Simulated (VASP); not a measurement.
# Cu (P2_1/m) in VASP: single point with PBEsol

Aim: the single point of Cu with PBEsol.

All numbers are computed with VASP 6.6.1; they aren't measurements. Logs are shortened: lines on timing, memory, paths and dates and some standing lists are left out, and cuts for length are marked.

## Step 1: The cell of the first run

It takes space group P2_1/m (No. 11, monoclinic). Conventional cell: a = 2.534 Å, b = 4.113 Å, c = 2.534 Å, α = 90.00°, β = 120.00°, γ = 90.00°. Within 3.2 Å of Cu (site symmetry m) lie 12 Cu at 2.45 to 2.60 Å.

## Step 2: Single point, PBEsol

File INCAR:

```
SYSTEM = Cu
ALGO = Fast
EDIFF = 1E-7
ENCUT = 520
GGA = PS
ISIF = 2
ISMEAR = 0
LASPH = .TRUE.
LCHARG = .FALSE.
LREAL = .FALSE.
LWAVE = .FALSE.
NBANDS = 18
NELM = 80
PREC = Accurate
SIGMA = 0.05
```

File KPOINTS:

```
k-points
0
G
  15 15 8
  0 0 0
```

File POSCAR:

```
Cu
1.0
    2.5340966698      0.0000000000      0.0000000000
   -1.2670483349      2.1945920917      0.0000000000
    0.0000000000      0.0000000000      4.1125710000
Cu
2
Direct
    0.3925260206      0.6666666700      0.2500000000
    0.6666666700      0.3333333300      0.7500000000
```

Potentials or basis: VASP PAW PBE potentials, release 64 (Cu).

The run is started by

```
> cat potpaw_PBE.64/Cu/POTCAR > POTCAR
> mpirun -np 1 vasp_std > vasp.out
```

OUTCAR:

```text
SYSTEM = Cu
   EDIFF = 1E-7
   ENCUT = 520
   GGA = PS
   ISIF = 2
   ISMEAR = 0
   LASPH = .TRUE.
   LREAL = .FALSE.
   NELM = 80
   PREC = Accurate

 ion  position               nearest neighbor table
   1  0.393  0.667  0.250-   2 2.45   2 2.45   2 2.53   2 2.53   2 2.60   2 2.60
   2  0.667  0.333  0.750-   1 2.45   1 2.45   1 2.53   1 2.53   1 2.60   1 2.60

  LATTYP: Found a hexagonal cell.
 ALAT       =     2.5340966698
 C/A-ratio  =     1.6228942838

  Lattice vectors:

 A1 = (   2.5340966698,   0.0000000000,   0.0000000000)
 A2 = (  -1.2670483349,   2.1945920917,   0.0000000000)
 A3 = (   0.0000000000,   0.0000000000,   4.1125710000)

Analysis of symmetry for initial positions (statically):
=====================================================================
 Subroutine PRICEL returns:
 Original cell was already a primitive cell.

 Routine SETGRP: Setting up the symmetry group for a
 hexagonal supercell.

 Subroutine GETGRP returns: Found  4 space group operations
 (whereof  1 operations were pure point group operations)
 out of a pool of 24 trial point group operations.

The static configuration has the point symmetry C_1 .
 The point group associated with its full space group is C_2h.

Analysis of symmetry for dynamics (positions and initial velocities):
=====================================================================
 Subroutine PRICEL returns:
 Original cell was already a primitive cell.

 Routine SETGRP: Setting up the symmetry group for a
 hexagonal supercell.

 Subroutine GETGRP returns: Found  4 space group operations
 (whereof  1 operations were pure point group operations)
 out of a pool of 24 trial point group operations.

The dynamic configuration has the point symmetry C_1 .
 The point group associated with its full space group is C_2h.

 Subroutine INISYM returns: Found  4 space group operations
 (whereof  1 operations are pure point group operations),
 and found     1 'primitive' translations

----------------------------------------------------------------------------------------

                                     Primitive cell

  volume of cell :      22.8713

  direct lattice vectors                    reciprocal lattice vectors
     2.534096670  0.000000000  0.000000000     0.394617937  0.227832772  0.000000000
    -1.267048335  2.194592092  0.000000000     0.000000000  0.455665544  0.000000000
     0.000000000  0.000000000  4.112571000     0.000000000  0.000000000  0.243156896

  length of vectors
[... 77 lines left out ...]
   LNONCOLLINEAR =      F non collinear calculations
   LSORBIT =      F    spin-orbit coupling
   LASPH  =      T    aspherical Exc in radial PAW
   ENCUT  =  520.0 eV  38.22 Ry    6.18 a.u.   4.71  4.71  7.65*2*pi/ulx,y,z
   NELM   =     80;   NELMIN=  2; NELMDL= -5     # of ELM steps
   EDIFF  = 0.1E-06   stopping-criterion for ELM
   LREAL  =      F    real-space projection
   EDIFFG = 0.1E-05   stopping-criterion for IOM
   NSW    =      0    number of steps for IOM
   IBRION =     -1    ionic relax: 0-MD 1-quasi-New 2-CG
   NFREE  =      0    steps in history (QN), initial steepest desc. (CG)
   ISIF   =      2    stress and relaxation
   ISYM   =      2    0-nonsym 1-usesym 2-fastsym
   POTIM  = 0.5000    time-step for ionic-motion
   TEBEG  =    0.0;   TEEND  =   0.0 temperature during run
   PSTRESS=    0.0 pullay stress
   NELECT =      22.0000    total number of electrons
   NUPDOWN=      -1.0000    fix difference up-down
   EMIN   =  10.00;   EMAX   =-10.00  energy-range for DOS
   EFERMI =   0.00;   METHOD = LEGACY
   ISMEAR =     0;   SIGMA  =   0.05  broadening in eV -4-tet -1-fermi 0-gaus
   EFERMI_NEDOS =   21; number of points for ismear=-14 and -15
   IALGO  =     68    algorithm
   IMIX   =      4    mixing-type and parameters
     AMIX     =   0.40;   BMIX     =  1.00
     AMIX_MAG =   1.60;   BMIX_MAG =  1.00
  volume/ion in A,a.u.               =      11.44        77.17
  Fermi-wavevector in a.u.,A,eV,Ry     =   1.616041  3.053874 35.532800  2.611587
  Thomas-Fermi vector in A             =   2.710691
   LORBIT       =      0    0 simple, 1 ext, 2 COOP (PROOUT), +10 PAW based schemes
   GGA     = PS    functional components
   LHFCALC =     F    Hartree Fock is set to
   AEXX    =    0.0000 exact exchange contribution
   IVDW    =     0    specifies the selected vdW correction
   LEPSILON=     F    determine dielectric tensor
   LRPA    =     F    only Hartree local field effects (RPA)
 non-spin polarized calculation
 RMM-DIIS sequential band-by-band and
 Gauss-broadening in eV      SIGMA  =   0.05
  energy-cutoff  :      520.00
  volume of cell :       22.87
 maximum number of plane-waves:       640
   NGX =  9   NGY =  9   NGZ = 15

 number of electron      21.9999983 magnetization

 Free energy of the ion-electron system (eV)
  ---------------------------------------------------
  ext. energy  EPLUGINS =         0.00000000
  ---------------------------------------------------
  free energy    TOTEN  =        -8.58602920 eV

  energy without entropy =       -8.58536688  energy(sigma->0) =       -8.58569804

 E-fermi :   7.9172     XC(G=0): -13.0962

 val. band max:        7.9043174063   @ k =  -0.0667  -0.4667   0.1250
 cond. band min:       7.9257407831   @ k =  -0.4667   0.3333   0.5000
 fundamental gap:      0.0214233767
 Fermi energy:         7.9172488448

 k-point     1 :       0.0000    0.0000    0.0000
  band No.  band energies     occupation
      1      -1.8321      2.00000
      2       2.5398      2.00000
      3       4.6118      2.00000
      4       4.6960      2.00000
      5       4.7735      2.00000
      6       4.9279      2.00000
[... 481 lines left out ...]
      5       4.9083      2.00000
      6       4.9285      2.00000
[... 10 lines left out ...]
     17      31.2573      0.00000
     18      32.3583      0.00000

 [... further k-points ...]
[... 5 lines left out ...]
  --------------------------------------------------------------------------------------
  -------------------------------------------------------------------------------------
  Total       -0.3086764     -0.3405927      0.3706499     -0.2645447      0.0000000      0.0000000
  in kB      -21.6233799    -23.8591801     25.9647433    -18.5318720      0.0000000      0.0000000
  external PRESSURE =      -6.5059389 kB  Pullay stress =       0.0000000 kB

 VOLUME and BASIS-vectors are now :
 -----------------------------------------------------------------------------
  energy-cutoff  :      520.00
  volume of cell :       22.87
      direct lattice vectors                 reciprocal lattice vectors
     2.534096670  0.000000000  0.000000000     0.394617937  0.227832772  0.000000000
    -1.267048335  2.194592092  0.000000000     0.000000000  0.455665544  0.000000000
     0.000000000  0.000000000  4.112571000     0.000000000  0.000000000  0.243156896

 POSITION                                       TOTAL-FORCE (eV/Angst)
 -----------------------------------------------------------------------------------
      0.15000      1.46306      1.02814        -0.206764      0.038771      0.000000
      1.26705      0.73153      3.08443         0.206764     -0.038771      0.000000
 -----------------------------------------------------------------------------------
    total drift:                               -0.000021     -0.000039     -0.000000

  FREE ENERGIE OF THE ION-ELECTRON SYSTEM (eV)
  ---------------------------------------------------
  free  energy   TOTEN  =        -8.5860292032 eV

  energy  without entropy=       -8.5853668768  energy(sigma->0) =       -8.58569804
```

stdout:

```text
POSCAR found type information on POSCAR Cu
 POSCAR found :  1 types and       2 ions
 scaLAPACK will be used
[... 21 lines left out ...]
 num prob WARNING in EDDRMM: call to ZHEGV failed, returncode =   6  3     17
 num prob  num prob  num prob  num prob  num prob WARNING in EDDRMM: call to ZHEGV failed, returncode =   6  3     17
 num prob WARNING in EDDRMM: call to ZHEGV failed, returncode =   6  3     17
 num prob  num prob  num prob  num prob  num prob  num prob  num prob  num prob  num prob  num prob WARNING in EDDRMM: call to ZHEGV failed, returncode =   6  3     18
 num prob  num prob  num prob  num prob  num prob  num prob  num prob  num prob  num prob  num prob RMM:  15    -0.858602920320E+01    0.75863E-07   -0.42369E-07 20475   0.102E-02
```

Run time: 1.8 min. Hardware: 1 thread of Intel Xeon 6975P-C (Granite Rapids), shared host; peak memory 0.29 GiB.

What came out:

- Free energy: -8.5860 eV
- Pressure: -0.7 GPa
- Largest force: 0.210 eV/Å
- Band gap on the k mesh: zero (band 11 reaches 11.87 eV, above the bottom of band 12 at 5.85 eV)

Forces on the atoms (eV/Å):
```
Cu  -0.207  0.039  0.000
Cu   0.207 -0.039  0.000
```

Levels at points of the mesh, in eV from the Fermi level:
```tsv
k point	band 7	band 8	band 9	band 10	band 11	band 12	band 13	band 14	band 15	band 16
(0.00, 0.00, 0.00)	-2.89	-2.84	-2.49	-2.03	-1.75	-1.18	3.88	21.14	21.82	22.48
(0.00, 0.00, 0.50)	-3.19	-3.19	-2.17	-2.17	-2.07	-2.07	12.74	12.74	22.14	22.14
```

Caveat: the PAW data sets were made with another functional, which shifts forces and pressure a little.
